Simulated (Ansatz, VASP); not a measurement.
## AlN in VASP and in Ansatz

File INCAR:

```
PREC = Accurate ; ENCUT = 520
EDIFF = 1E-6 ; ISMEAR = 0
SIGMA = 0.05 ; LREAL = False
LASPH = True ; NELM = 100
ALGO = Normal ; ISIF = 2
LWAVE = False ; LCHARG = False
GGA = PS ; NBANDS = 11
```

KPOINTS

```
Automatic mesh
0
Gamma
  10 10 10
```

File POSCAR:

```
AlN
1.0
    0.0000000000      2.0345180000      2.0345180000
    2.0345180000      0.0000000000      2.0345180000
    2.0345180000      2.0345180000      0.0000000000
Al N
1 1
Direct
    0.5245758455      0.5245758455      0.4754241545
    0.0000000000      0.0000000000      0.0000000000
```

Input for Ansatz:

```yaml
crystal:
  lattice:
    - [0.0, 2.034518, 2.034518]
    - [2.034518, 0.0, 2.034518]
    - [2.034518, 2.034518, 0.0]
  atoms:
    - { symbol: Al, position: [0.5245758455, 0.5245758455, 0.4754241545] }
    - { symbol: "N", position: [0.0, 0.0, 0.0] }
basis:
  ecutwfc: 420
kpoints:
  mp_grid: { grid: [10, 10, 10] }
hamiltonian:
  xc: pbesol
scf:
  occupations: { method: gaussian, width: 0.05 }
output:
  forces: true
  stress: true
  eigenvalues: true
  write_density: true
  write_potential: true
  elf: true
  volumetric_format: npy
```

Change from the starting cell: all Al atoms moved -0.100 Å, as atom 1 towards its neighbour atom 2 (N) at 2.035 Å.

Alike in both runs: task single point; functional PBEsol; k mesh 10 × 10 × 10; occupations gaussian, width 0.05 eV; no spin polarisation.

|  | VASP | Ansatz |
| --- | --- | --- |
| version | VASP 6.6.1 | Ansatz 0.2.0 |
| potentials or method | VASP PAW PBE potentials, release 64 (Al, N), cutoff 520 eV | scalar-relativistic, plane waves, PAW |
| valence electrons in the cell | 8 | 8 |

Ansatz gave:

- gap on the k mesh at the Fermi level (eV): 4.35
- least direct gap on the mesh (eV): 5.36
- pressure (GPa): -2.9
- traceless stress, the component that is largest in VASP (GPa): 3.79
- rms of the force components (eV/Å): 0.414

Question: What did VASP give for the same quantities?

Answer: gap on the k mesh at the Fermi level (eV): 4.35; least direct gap on the mesh (eV): 5.38; pressure (GPa): -3.0; traceless stress, the component that is largest in VASP (GPa): 3.85; rms of the force components (eV/Å): 0.419.

VASP's potentials were made for PBE, not for PBEsol. Atom by atom the forces differ by 0.004 eV/Å (rms over components).
